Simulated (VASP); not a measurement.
Write the native input for VASP 6.6.1 that does the following.

```
Task                   : relaxation of cell and atoms
Functional             : PBEsol
Potentials or basis    : VASP PAW PBE potentials, release 64 (Li_sv, Mg)
Cutoff                 : 600 eV
k mesh                 : 14 × 14 × 10
Occupations            : gaussian, width 0.1 eV
Spin                   : no spin polarisation
Dipole correction      : no
Further INCAR settings : ALGO = Normal; EDIFF = 1e-06; IBRION = 2; EDIFFG = -0.005; NSW = 100; ISIF = 3
```

The structure of LiMg lies in POSCAR:

```
LiMg
1.0
    1.7246181000     -2.4619485100      0.0000000000
    1.7246181000      2.4619485100      0.0000000000
    0.0000000000      0.0000000000      4.8884131000
Li Mg
1 1
Direct
    0.0000000000      0.0000000000      0.0000000000
    0.5000000000      0.5000000000      0.5000000000
```

The input as run:

INCAR

```
PREC = Accurate ; ENCUT = 600
EDIFF = 1E-6 ; ISMEAR = 0
SIGMA = 0.1 ; LREAL = False
LASPH = True ; NELM = 100
ALGO = Normal ; ISIF = 3
LWAVE = False ; LCHARG = False
GGA = PS ; IBRION = 2
NSW = 100 ; EDIFFG = -0.005
```

KPOINTS

```
regular mesh
0
Gamma
  14 14 10
```

Potentials or basis: VASP PAW PBE potentials, release 64 (Li_sv, Mg).

Command:

```bash
$ cat potpaw_PBE.64/Li_sv/POTCAR potpaw_PBE.64/Mg/POTCAR > POTCAR
$ mpirun -np 1 vasp_std > vasp.out
```

It gave:

```yaml
Relaxed_volume: 20.68 Å³/atom
Relaxed_cell: a = 3.010 Å, b = 3.010 Å, c = 4.861 Å, α = 90.00°, β = 90.00°, γ = 110.15°
Space_group_after_relaxing_to_0.05_Å: Cmmm (No. 65)
Energy_gained_by_relaxing: 0.2 meV/atom
Ionic_steps: 4
Pressure_after_relaxing: 0.0 GPa
```

Caveat: the cutoff is under 1.25 times the usual one of these potentials, so pressure, stress and relaxed cells hold a basis-set (Pulay) error; the PAW data sets were made with another functional, which shifts forces and pressure a little.

Wall time 38 s on 1 thread of Intel(R) Xeon(R) 6975P-C (Granite Rapids) (shared host), peak memory 0.27 GiB.
